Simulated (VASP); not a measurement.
# Ni (Fm-3m) in VASP: single point with LDA

Aim: the single point of Ni with LDA.

Everything below comes from runs of VASP 6.6.1. Logs are shortened: lines on timing, memory, paths and dates and some standing lists are left out, and cuts for length are marked.

### 1 The cell of the first run

It takes space group Fm-3m (No. 225, cubic). Conventional cell: a = 3.425 Å, b = 3.425 Å, c = 3.425 Å, α = 90.00°, β = 90.00°, γ = 90.00°. Ni (site symmetry m-3m) has 12 Ni at 2.42 Å within 3.2 Å.

### 2 Single point, LDA, collinear spin, ferromagnetic start

Input file INCAR:

```
PREC = Accurate
ENCUT = 520
EDIFF = 1E-6
ISMEAR = -1
SIGMA = 0.1
LREAL = F
LASPH = T
NELM = 150
ALGO = Normal
ISIF = 2
LWAVE = F
LCHARG = T
ISPIN = 2
MAGMOM = 1 1 1
LORBIT = 11
LMAXMIX = 4
LELF = T
LVHAR = T
NBANDS = 26
```

Input file KPOINTS:

```
Automatic mesh
0
Gamma
  19 19 7
```

Input file POSCAR:

```
Ni
1.0
    0.0000000000      1.7125382447     -1.7125382447
   -1.7125382447      0.0000000000      1.7125382447
    3.4250764894      3.4250764894      3.4250764894
Ni
3
Direct
    0.0000000000      0.0000000000      0.0000000000
    0.3333333330      0.6666666670      0.3333333330
    0.6666666670      0.3333333330      0.6666666670
```

Potentials or basis: VASP PAW LDA potentials, release 64 (Ni).

Run with:

```sh
$ cat potpaw_LDA.64/Ni/POTCAR > POTCAR
$ mpirun -np 1 vasp_std > vasp.out
```

OUTCAR:

```text
PREC = Accurate
   ENCUT = 520
   EDIFF = 1E-6
   ISMEAR = -1
   LREAL = F
   LASPH = T
   NELM = 150
   ISIF = 2
   ISPIN = 2
   LORBIT = 11

 ion  position               nearest neighbor table
   1  0.000  0.000  0.000-   2 2.42   3 2.42   3 2.42   2 2.42   3 2.42   2 2.42
   2  0.333  0.667  0.333-   1 2.42   1 2.42   1 2.42   3 2.42   3 2.42   3 2.42
   3  0.667  0.333  0.667-   1 2.42   1 2.42   1 2.42   2 2.42   2 2.42   2 2.42

  LATTYP: Found a hexagonal cell.
 ALAT       =     2.4218948117
 C/A-ratio  =     2.4494897428

  Lattice vectors:

 A1 = (   0.0000000000,   1.7125382447,  -1.7125382447)
 A2 = (  -1.7125382447,   0.0000000000,   1.7125382447)
 A3 = (   3.4250764894,   3.4250764894,   3.4250764894)

Analysis of symmetry for initial positions (statically):
=====================================================================
 Subroutine PRICEL returns following result:

  LATTYP: Found a face centered cubic cell.
 ALAT       =     3.4250764860
[... 12 lines left out ...]
 Subroutine GETGRP returns: Found 12 space group operations
 (whereof 12 operations were pure point group operations)
 out of a pool of 24 trial point group operations.

The static configuration has the point symmetry D_3d.

Analysis of symmetry for dynamics (positions and initial velocities):
=====================================================================
 Subroutine PRICEL returns following result:

  LATTYP: Found a face centered cubic cell.
 ALAT       =     3.4250764860
[... 12 lines left out ...]
 Subroutine GETGRP returns: Found 12 space group operations
 (whereof 12 operations were pure point group operations)
 out of a pool of 24 trial point group operations.

The dynamic configuration has the point symmetry D_3d.

Analysis of structural, dynamic, and magnetic symmetry:
=====================================================================
 Subroutine PRICEL returns following result:

  LATTYP: Found a face centered cubic cell.
 ALAT       =     3.4250764860
[... 12 lines left out ...]
 Subroutine GETGRP returns: Found 12 space group operations
 (whereof 12 operations were pure point group operations)
 out of a pool of 24 trial point group operations.

The overall configuration has the point symmetry D_3d.

 Subroutine INISYM returns: Found 12 space group operations
 (whereof 12 operations are pure point group operations),
 and found     3 'primitive' translations

----------------------------------------------------------------------------------------

[... 108 lines left out ...]
   IMIX   =      4    mixing-type and parameters
     AMIX     =   0.40;   BMIX     =  1.00
     AMIX_MAG =   1.60;   BMIX_MAG =  1.00
  volume/ion in A,a.u.               =      10.05        67.79
  Fermi-wavevector in a.u.,A,eV,Ry     =   1.634649  3.089039 36.355826  2.672078
  Thomas-Fermi vector in A             =   2.726253
   LORBIT       =     11    0 simple, 1 ext, 2 COOP (PROOUT), +10 PAW based schemes
   GGA     = CA    functional components
   LHFCALC =     F    Hartree Fock is set to
   AEXX    =    0.0000 exact exchange contribution
   IVDW    =     0    specifies the selected vdW correction
   LEPSILON=     F    determine dielectric tensor
   LRPA    =     F    only Hartree local field effects (RPA)
 spin polarized calculation
  energy-cutoff  :      520.00
  volume of cell :       30.14
 maximum number of plane-waves:       845
 NGX is ok and might be reduce to    18
   NGX =  9   NGY =  9   NGZ = 23

 number of electron      29.9999969 magnetization       1.6220983

 Free energy of the ion-electron system (eV)
  ---------------------------------------------------
  ext. energy  EPLUGINS =         0.00000000
  ---------------------------------------------------
  free energy    TOTEN  =       -19.82116556 eV

  energy without entropy =      -19.65649350  energy(sigma->0) =      -19.73882953

 E-fermi :  10.1956     XC(G=0): -14.0919

 val. band max:       10.1951639015   @ k =   0.3684   0.0000   0.0000
 cond. band min:      10.1973723789   @ k =  -0.1579   0.4211   0.1429
 fundamental gap:      0.0022084773
 Fermi energy:        10.1955747769

 spin component 1

 k-point     1 :       0.0000    0.0000    0.0000
  band No.  band energies     occupation
      1       0.6641      1.00000
      2       4.2439      1.00000
      3       4.2439      1.00000
      4       7.6606      1.00000
      5       7.6606      1.00000
      6       7.6875      1.00000
[... 685 lines left out ...]
     25      28.6600      0.00000
     26      28.9302      0.00000

 [... further k-points ...]

 spin component 2

 k-point     1 :       0.0000    0.0000    0.0000
  band No.  band energies     occupation
      1       0.7065      1.00000
      2       4.3936      1.00000
      3       4.3936      1.00000
      4       8.0121      1.00000
      5       8.0121      1.00000
      6       8.2375      1.00000
[... 685 lines left out ...]
     25      28.7859      0.00000
     26      29.0571      0.00000

 [... further k-points ...]
[... 5 lines left out ...]
  --------------------------------------------------------------------------------------
  -------------------------------------------------------------------------------------
  Total       -0.0304976     -0.0304976     -0.0304976      0.0050235      0.0050235      0.0050235
  in kB       -1.6214518     -1.6214518     -1.6214518      0.2670822      0.2670822      0.2670822
  external PRESSURE =      -1.6214518 kB  Pullay stress =       0.0000000 kB

 VOLUME and BASIS-vectors are now :
 -----------------------------------------------------------------------------
  energy-cutoff  :      520.00
  volume of cell :       30.14
      direct lattice vectors                 reciprocal lattice vectors
     0.000000000  1.712538245 -1.712538245    -0.194642855  0.389285710 -0.194642855
    -1.712538245  0.000000000  1.712538245    -0.389285710  0.194642855  0.194642855
     3.425076489  3.425076489  3.425076489     0.097321428  0.097321428  0.097321428

 POSITION                                       TOTAL-FORCE (eV/Angst)
 -----------------------------------------------------------------------------------
      0.00000      0.00000      0.00000        -0.000000     -0.000000      0.000000
     -0.00000      1.71254      1.71254         0.000000      0.000000     -0.000000
      1.71254      3.42508      1.71254        -0.000000      0.000000      0.000000
 -----------------------------------------------------------------------------------
    total drift:                                0.000000      0.000000     -0.000000

  FREE ENERGIE OF THE ION-ELECTRON SYSTEM (eV)
  ---------------------------------------------------
  free  energy   TOTEN  =       -19.8211655629 eV

  energy  without entropy=      -19.6564935030  energy(sigma->0) =      -19.73882953

 total charge

# of ion       s       p       d       tot
------------------------------------------
    1        0.534   0.570   8.368   9.473
    2        0.534   0.570   8.368   9.473
    3        0.534   0.570   8.368   9.473
--------------------------------------------------
tot          1.603   1.711  25.105  28.419

 magnetization (x)

# of ion       s       p       d       tot
------------------------------------------
    1       -0.005  -0.017   0.563   0.541
    2       -0.005  -0.017   0.563   0.541
    3       -0.005  -0.017   0.563   0.541
--------------------------------------------------
tot         -0.015  -0.052   1.689   1.622
```

It took 5 min on 1 thread of Intel Xeon Platinum 8259CL at 2.50GHz (Skylake/Cascade Lake), shared host; peak memory 0.34 GiB.

What came out:

| Quantity | Value |
| --- | --- |
| Free energy | -19.8212 eV |
| Pressure | -0.2 GPa |
| Net moment | 1.62 μB per cell |
| Site moments | Ni +0.54 μB |
| Valence electrons inside the program's atomic spheres | Ni 9.47 |

Levels at points of the mesh, in eV from the Fermi level:
Spin up:
| k point | band 14 | band 15 | band 16 | band 17 | band 18 | band 19 |
| --- | --- | --- | --- | --- | --- | --- |
| (0.00, 0.00, 0.00) | -1.22 | -0.83 | -0.83 | -0.83 | -0.83 | 11.28 |
Spin down:
```tsv
k point	band 12	band 13	band 14	band 15	band 16	band 17
(0.00, 0.00, 0.00)	-1.85	-0.71	-0.71	-0.26	-0.26	-0.26
```
